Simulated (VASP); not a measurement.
A run of VASP 6.6.1 is set up as follows.

Contents of INCAR:

```
SYSTEM = Si2C
  ALGO = Normal
  EDIFF = 1E-7
  EDIFFG = -0.01
  ENCUT = 600
  GGA = PE
  IBRION = 2
  ISIF = 3
  ISMEAR = 0
  LASPH = .TRUE.
  LCHARG = .FALSE.
  LREAL = .FALSE.
  LWAVE = .FALSE.
  NELM = 100
  NSW = 100
  PREC = Accurate
  SIGMA = 0.1
```

The input KPOINTS:

```
k-points
0
G
  12 12 4
  0 0 0
```

File POSCAR:

```
Si2C
1.0
    2.9875509294      0.0000000000      0.0000000000
   -1.4937754647      2.5872949999      0.0000000000
    0.0000000000      0.0000000000      9.3624161239
Si C
4 2
Direct
    0.3333333333      0.6666666667      0.0000000000
    0.3333333333      0.6666666667      0.2771169266
    0.3333333333      0.6666666667      0.7228830734
    0.6666666667      0.3333333333      0.5000000000
    0.6666666667      0.3333333333      0.1943549380
    0.6666666667      0.3333333333      0.8056450620
```

Potentials or basis: VASP PAW PBE potentials, release 64 (Si, C).

Launch:

```console
$ cat potpaw_PBE.64/Si/POTCAR potpaw_PBE.64/C/POTCAR > POTCAR
$ mpirun -np 1 vasp_std > vasp.out
```

(1) Estimate the band gap on the k mesh.

(2) Predict the relaxed cell.

(3) Estimate the relaxed volume.

## Answers

(1) zero (band 12 reaches 11.30 eV, above the bottom of band 13 at 6.57 eV).

(2) a = 3.013 Å, b = 3.013 Å, c = 9.883 Å, α = 90.00°, β = 90.00°, γ = 120.00°.

(3) 12.95 Å³/atom.
